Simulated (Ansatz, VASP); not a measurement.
# HC4: VASP beside Ansatz

```xyz
10
Lattice="4.9313 0.0000 0.0000 -2.4657 4.2706 0.0000 0.0000 0.0000 18.0000" Properties=species:S:1:pos:R:3 pbc="T T T"
C     1.2328    0.7118    4.0000
C     0.0000    2.8471    4.0000
C     3.6985    0.7118    4.0000
C     2.4657    2.8471    4.0000
C     0.0000    1.4235    4.0000
C    -1.2328    3.5589    4.0000
C     2.4657    1.4235    4.0000
C     1.2328    3.5589    4.0000
H     0.8578    0.7118    6.6000
H     1.6078    0.7118    6.6000
```

Alike in both runs: task single point; functional PBE; dispersion D3(BJ); k mesh 6 × 6 × 1; occupations gaussian, width 0.1 eV; no spin polarisation.

```csv
,VASP,Ansatz
version,VASP 6.6.1,Ansatz 0.2.0
potentials or method,"VASP PAW PBE potentials, release 64 (C, H), cutoff 520 eV","scalar-relativistic, plane waves, PAW"
valence electrons in the cell,34,34
```

```csv
,VASP,Ansatz,Ansatz less VASP
gap on the k mesh at the Fermi level (eV),0.01,0.01,0.000
least direct gap on the mesh (eV),0.01,0.01,0.000
rms of the force components (eV/Å),0.068,0.068,-0.0005
```

Atom by atom the forces differ by 0.007 eV/Å (rms over components).
